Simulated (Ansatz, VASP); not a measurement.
**One calculation of WS3, two programs**

```
W S
1.0
     4.63692    0.00000    0.00000
     0.00000    4.63692    0.00000
     0.00000    0.00000    4.63692
W S
1 3
Direct
  0.00000 0.00000 0.00000
  0.00000 0.00000 0.50000
  0.00000 0.50000 0.00000
  0.50000 0.00000 0.00000
```

Alike in both runs: functional PBEsol; k mesh 10 × 10 × 10; occupations gaussian, width 0.1 eV; no spin polarisation.

Ansatz relaxed the structure, and its values are those at the end. VASP's run is a single point on that final structure, the one shown.

|  | VASP | Ansatz |
| --- | --- | --- |
| version | VASP 6.6.1 | Ansatz 0.2.0 |
| potentials or method | VASP PAW PBE potentials, release 64 (W_sv, S), cutoff 520 eV | scalar-relativistic, plane waves, PAW |
| valence electrons in the cell | 32 | 32 |

|  | VASP | Ansatz | Ansatz less VASP |
| --- | --- | --- | --- |
| gap on the k mesh at the Fermi level (eV) | none | none | - |
| pressure (GPa) | 0.0 | 0.0 | -0.04 |

VASP's potentials were made for PBE, not for PBEsol. A gap of «none» marks a metal or a gap that the smearing closes.

Spin-orbit coupling is off throughout.
